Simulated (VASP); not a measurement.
# Cu (P6/mmm) in VASP: further runs, part 2 of 2

VASP 6.6.1. The steps go on from the part before.

## 4. Relaxation of shape and atoms at fixed volume, PBE

This run uses another cell than the first one, of 9.50 Å³/atom, 1.814 times its volume.

The input, INCAR:

```
ALGO = Normal
EDIFF = 1E-7
EDIFFG = -0.005
ENCUT = 600
GGA = PE
IBRION = 2
ISIF = 4
ISMEAR = -1
LASPH = True
LCHARG = False
LREAL = False
LWAVE = False
NELM = 60
NSW = 50
PREC = Accurate
SIGMA = 0.08
```

The input, KPOINTS:

```
k-points
0
Gamma
  9 9 12
```

The input, POSCAR:

```
Cu
1.0
    3.8016925795      0.0000000000      0.0000000000
   -1.9008462897      3.2923623512      0.0000000000
    0.0000000000      0.0000000000      2.2760019992
Cu
3
Direct
    0.0000000000      0.0000000000      0.0000000000
    0.3333333333      0.6666666667      0.5000000000
    0.6666666667      0.3333333333      0.5000000000
```

Potentials or basis: VASP PAW PBE potentials, release 64 (Cu).

Started as:

```bash
cat potpaw_PBE.64/Cu/POTCAR > POTCAR
mpirun -np 1 vasp_std > vasp.out
```

OUTCAR:

```text
EDIFF = 1E-7
   EDIFFG = -0.005
   ENCUT = 600
   GGA = PE
   IBRION = 2
   ISIF = 4
   ISMEAR = -1
   LASPH = True
   LREAL = False
   NELM = 60
   NSW = 50
   PREC = Accurate

 ion  position               nearest neighbor table
   1  0.000  0.000  0.000-   2 2.47   3 2.47   2 2.47   3 2.47   2 2.47   2 2.47   3 2.47   3 2.47
                             3 2.47   3 2.47   2 2.47   2 2.47
   2  0.333  0.667  0.500-   3 2.19   3 2.19   3 2.19   1 2.47   1 2.47   1 2.47   1 2.47   1 2.47
                             1 2.47
   3  0.667  0.333  0.500-   2 2.19   2 2.19   2 2.19   1 2.47   1 2.47   1 2.47   1 2.47   1 2.47
                             1 2.47

  LATTYP: Found a hexagonal cell.
 ALAT       =     3.8016925795
 C/A-ratio  =     0.5986812325

  Lattice vectors:

 A1 = (   3.8016925795,   0.0000000000,   0.0000000000)
 A2 = (  -1.9008462897,   3.2923623512,   0.0000000000)
 A3 = (   0.0000000000,   0.0000000000,   2.2760019992)

Analysis of symmetry for initial positions (statically):
=====================================================================
 Subroutine PRICEL returns:
 Original cell was already a primitive cell.

 Routine SETGRP: Setting up the symmetry group for a
[... 171 lines left out ...]

 val. band max:       10.6512996573   @ k =   0.2222   0.1111   0.5000
 cond. band min:      10.7158407811   @ k =   0.3333  -0.0000   0.5000
 fundamental gap:      0.0645411238
 Fermi energy:        10.6852988697

 k-point     1 :       0.0000    0.0000    0.0000
  band No.  band energies     occupation
      1      -0.5044      2.00000
      2       4.7217      2.00000
      3       5.9354      2.00000
      4       5.9354      2.00000
      5       5.9927      2.00000
      6       5.9927      2.00000
[... 541 lines left out ...]
     19      21.6755      0.00000
     20      21.7269      0.00000

 [... further k-points ...]

------------------------ aborting loop because EDIFF is reached ----------------------------------------

  FORCE on cell =-STRESS in cart. coord.  units (eV):
  Direction    XX          YY          ZZ          XY          YZ          ZX
  --------------------------------------------------------------------------------------
  -------------------------------------------------------------------------------------
  Total       11.1998649     11.1998649     11.2089814      0.0000000     -0.0000000      0.0000000
  in kB      629.8920197    629.8920197    630.4047391      0.0000000     -0.0000000      0.0000000
  external PRESSURE =     630.0629262 kB  Pullay stress =       0.0000000 kB

 VOLUME and BASIS-vectors are now :
 -----------------------------------------------------------------------------
  energy-cutoff  :      600.00
  volume of cell :       28.49
      direct lattice vectors                 reciprocal lattice vectors
     3.801692580  0.000000000  0.000000000     0.263040732  0.151866638  0.000000000
    -1.900846290  3.292362351  0.000000000     0.000000000  0.303733275  0.000000000
     0.000000000  0.000000000  2.276001999     0.000000000  0.000000000  0.439366925

 POSITION                                       TOTAL-FORCE (eV/Angst)
 -----------------------------------------------------------------------------------
      0.00000      0.00000      0.00000        -0.000000      0.000000      0.000000
     -0.00000      2.19491      1.13800         0.000000      0.000000     -0.000000
      1.90085      1.09745      1.13800        -0.000000      0.000000      0.000000
 -----------------------------------------------------------------------------------
    total drift:                               -0.000000      0.000000      0.000000

  FREE ENERGIE OF THE ION-ELECTRON SYSTEM (eV)
  ---------------------------------------------------
  free  energy   TOTEN  =        -9.7111093741 eV

  energy  without entropy=       -9.6961361114  energy(sigma->0) =       -9.70362274

 reached required accuracy - stopping structural energy minimisation
```

OSZICAR:

```text
N       E                     dE             d eps       ncg     rms          rms(c)
DAV:   1     0.234910464721E+03    0.23491E+03   -0.16853E+04  3616   0.344E+03
DAV:   2     0.135870596510E+01   -0.23355E+03   -0.22676E+03  3360   0.423E+02
DAV:   3    -0.122677670519E+02   -0.13626E+02   -0.12758E+02  3656   0.160E+02
DAV:   4    -0.124816269291E+02   -0.21386E+00   -0.21350E+00  3896   0.249E+01
DAV:   5    -0.124853917845E+02   -0.37649E-02   -0.37647E-02  4092   0.317E+00    0.133E+01
DAV:   6    -0.102922923788E+02    0.21931E+01   -0.21162E+01  3552   0.121E+02    0.410E+00
DAV:   7    -0.976788829952E+01    0.52440E+00   -0.29214E+00  3872   0.594E+01    0.150E+00
DAV:   8    -0.974878927116E+01    0.19099E-01   -0.26750E-01  4408   0.234E+01    0.111E+00
DAV:   9    -0.971371480206E+01    0.35074E-01   -0.25011E-02  5492   0.533E+00    0.383E-01
DAV:  10    -0.971108873290E+01    0.26261E-02   -0.64061E-03  4100   0.184E+00    0.355E-02
DAV:  11    -0.971111440959E+01   -0.25677E-04   -0.34419E-04  4300   0.346E-01    0.233E-02
DAV:  12    -0.971110963315E+01    0.47764E-05   -0.36113E-05  4240   0.203E-01    0.363E-03
DAV:  13    -0.971111012152E+01   -0.48837E-06   -0.47286E-06  4060   0.395E-02    0.383E-03
DAV:  14    -0.971110933840E+01    0.78311E-06   -0.61192E-07  3616   0.241E-02    0.679E-04
DAV:  15    -0.971110937411E+01   -0.35708E-07   -0.66230E-08  2000   0.498E-03
   1 F= -.97111094E+01 E0= -.97036227E+01  d E =-.971111E+01
```

Wall time 43 s (1 thread of Intel Xeon 6975P-C, shared host); peak memory 0.17 GiB.

Results:

* Free energy: -9.7111 eV
* Pressure after relaxing: 63.0 GPa

Final structure:
```yaml
crystal:
  lattice:
    - [3.80169, 0.00000, 0.00000]
    - [-1.90085, 3.29236, 0.00000]
    - [0.00000, 0.00000, 2.27600]
  atoms:
    - { symbol: Cu, position: [0.00000, 0.00000, 0.00000] }
    - { symbol: Cu, position: [0.33333, 0.66667, 0.50000] }
    - { symbol: Cu, position: [0.66667, 0.33333, 0.50000] }
```

Caveat: the relaxation stopped at its first step, so nothing moved.
